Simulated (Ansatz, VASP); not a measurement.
Two plane-wave programs on Pt

The input INCAR:

```
ALGO = Normal
EDIFF = 1E-7
ENCUT = 520
GGA = RP
ISIF = 2
ISMEAR = -1
LASPH = T
LCHARG = F
LREAL = F
LWAVE = F
NBANDS = 28
NELM = 100
PREC = Accurate
SIGMA = 0.1
```

Contents of KPOINTS:

```
k-points
0
Gamma
  14 14 4
```

Contents of POSCAR:

```
Pt
1.0
    2.8794772578      0.0000000000      0.0000000000
   -1.4397386289      2.4937004549      0.0000000000
    0.0000000000      0.0000000000      9.6197498439
Pt
4
Direct
    1.0000000000      1.0000000000      0.0000000000
    1.0000000000      0.0000000000      0.5000000000
    0.3333333333      0.6666666667      0.2500000000
    0.6666666667      0.3333333333      0.7500000000
```

Input for Ansatz:

```yaml
crystal:
  lattice:
    - [2.8794772578, 0.0, 0.0]
    - [-1.4397386289, 2.4937004549, 0.0]
    - [0.0, 0.0, 9.6197498439]
  atoms:
    - { symbol: Pt, position: [1.0, 1.0, 0.0] }
    - { symbol: Pt, position: [1.0, 0.0, 0.5] }
    - { symbol: Pt, position: [0.3333333333, 0.6666666667, 0.25] }
    - { symbol: Pt, position: [0.6666666667, 0.3333333333, 0.75] }
hamiltonian:
  xc: rpbe
  pseudopotentials:
    kind: paw
    azcp:
      Pt: "pseudopotentials/Pt.paw.azcp"
basis:
  ecutwfc: 420
  fft_grid_basis: typed
kpoints:
  mp_grid: { grid: [14, 14, 4], shift: [0, 0, 0] }
magnetization:
  spin_polarized: false
scf:
  occupations: { method: fermi_dirac, width: 0.1 }
  lower_state_search: "off"
output:
  stress: true
  write_density: true
  write_potential: true
  elf: true
  volumetric_format: npy
```

Alike in both runs: task single point; functional RPBE; k mesh 14 × 14 × 4; occupations fermi-dirac, width 0.1 eV; no spin polarisation.

```csv
,VASP,Ansatz
version,VASP 6.6.1,Ansatz 0.2.0
potentials or method,"VASP PAW PBE potentials, release 64 (Pt), cutoff 520 eV","plane waves (420 eV) with PAW, scalar-relativistic"
valence electrons in the cell,40,72
```

Ansatz gave:

- pressure (GPa): -14.1
- traceless stress, the component that is largest in VASP (GPa): 0.41

**Question.** Which values does VASP return?

**Answer.** Pressure (GPa): -14.4; traceless stress, the component that is largest in VASP (GPa): 0.38.

VASP's potentials were made for PBE, not for RPBE. With one functional, cell and mesh, what is left measures potentials, basis and numerics. VASP's potentials hold 40 valence electrons a cell and Ansatz's 72, so a difference there can come from the potentials and not from the codes.

Spin-orbit coupling is off throughout.
